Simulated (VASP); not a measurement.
Crystal: PbSe (Clausthalite).

```xyz
2
Lattice="0.0000 3.1207 3.1207 3.1207 0.0000 3.1207 3.1207 3.1207 0.0000" Properties=species:S:1:pos:R:3 pbc="T T T"
Pb    0.0000    0.0000    0.0000
Se    3.1207    3.1207    3.1207
```

Base run:

```yaml
Program: VASP 6.6.1
Functional: RPBE
Potentials_or_basis: VASP PAW PBE potentials, release 64 (Pb_d, Se)
Cutoff: 520 eV
k_mesh: 8 × 8 × 8
Occupations: fermi-dirac, width 0.05 eV
Spin: no spin polarisation
```

Its results: band gap on the k mesh 0.56 eV, direct; pressure 1.1 GPa.

The run is repeated on the same cell with these changes: functional from RPBE to PBEsol. What comes out?

Band gap on the k mesh 0.38 eV, direct; pressure -3.1 GPa.

PBEsol binds more tightly than RPBE, so the same cell stands under less pressure.

Caveats: the PAW data sets were made with another functional, which shifts forces and pressure a little; spin-orbit coupling is left out, which moves the levels of the heavy elements.

A k mesh can miss the band edges.
